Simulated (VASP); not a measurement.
Set up this calculation in VASP 6.6.1, as the native input.

```yaml
Task: single point
Functional: PBEsol
Potentials_or_basis: VASP PAW PBE potentials, release 64 (Mo_sv)
Cutoff: 520 eV
k_mesh: 6 × 6 × 6
Occupations: gaussian, width 0.1 eV
Spin: no spin polarisation
Dipole_correction: no
Further_INCAR_settings: ALGO = Normal; EDIFF = 1e-06; NBANDS = 21
```

The structure of Mo lies in POSCAR:

```
Mo
1.0
    0.0000000000      2.6282640351      2.6282640351
    2.6282640351      0.0000000000      2.6282640351
    2.6282640351      2.6282640351      0.0000000000
Mo
2
Direct
    0.5000000000      0.5000000000      0.5000000000
    0.7500000000      0.7500000000      0.7500000000
```

The input as run:

INCAR

```
PREC     = Accurate       # precision mode
ENCUT    = 520            # plane-wave cutoff, eV
EDIFF    = 1E-6           # SCF threshold, eV
ISMEAR   = 0              # smearing method
SIGMA    = 0.1            # smearing width, eV
LREAL    = F              # projectors in reciprocal space
LASPH    = T              # aspherical terms in the spheres
NELM     = 60             # most SCF steps
ALGO     = Normal         # electronic algorithm
ISIF     = 2              # what is computed and relaxed
LWAVE    = F              # write WAVECAR
LCHARG   = F              # write CHGCAR
GGA      = PS             # functional
NBANDS   = 21             # bands
```

KPOINTS

```
Automatic mesh
0
Gamma
  6 6 6
```

Potentials or basis: VASP PAW PBE potentials, release 64 (Mo_sv).

The run is started by

```bash
$ cat potpaw_PBE.64/Mo_sv/POTCAR > POTCAR
$ mpirun -np 1 vasp_std > vasp.out
```

Results of the run:

```
Pressure               : 36.5 GPa
Band gap on the k mesh : zero (band 14 reaches 10.01 eV, above the bottom of band 15 at 9.52 eV)
```

Caveat: the PAW data sets were made with another functional, which shifts forces and pressure a little.

Run time: 7 s on 1 thread of AMD EPYC 9R45 96-Core Processor (Zen 5), with other jobs on the host, peak memory 0.12 GiB.
